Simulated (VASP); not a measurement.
Here is a VASP 6.6.1 calculation.

INCAR

```
SYSTEM = Zn
PREC = Accurate
ENCUT = 520
EDIFF = 1E-7
ISMEAR = 0
SIGMA = 0.15
LREAL = .False.
LASPH = .True.
NELM = 100
ALGO = Fast
ISIF = 2
LWAVE = .False.
LCHARG = .True.
GGA = PE
LELF = .True.
LVHAR = .True.
NBANDS = 12
```

KPOINTS

```
Automatic mesh
0
Gamma
  22 22 22
  0 0 0
```

The input POSCAR:

```
Zn
1.0
   -0.9507130648      1.6530291246      1.6530291246
    1.6530291246     -0.9507130648      1.6530291246
    1.6530291246      1.6530291246     -0.9507130648
Zn
1
Direct
    0.0000000000      0.0000000000      0.0000000000
```

Potentials or basis: VASP PAW PBE potentials, release 64 (Zn).

Command:

```bash
$ cat potpaw_PBE.64/Zn/POTCAR > POTCAR
$ mpirun -np 1 vasp_std > vasp.out
```

(1) Predict the pressure.

(2) Predict the band gap on the k mesh.

## Answers

(1) 8.6 GPa.

(2) zero (bands 6 and 7 overlap by 8.11 eV).

Caveat: the cell stands under pressure.
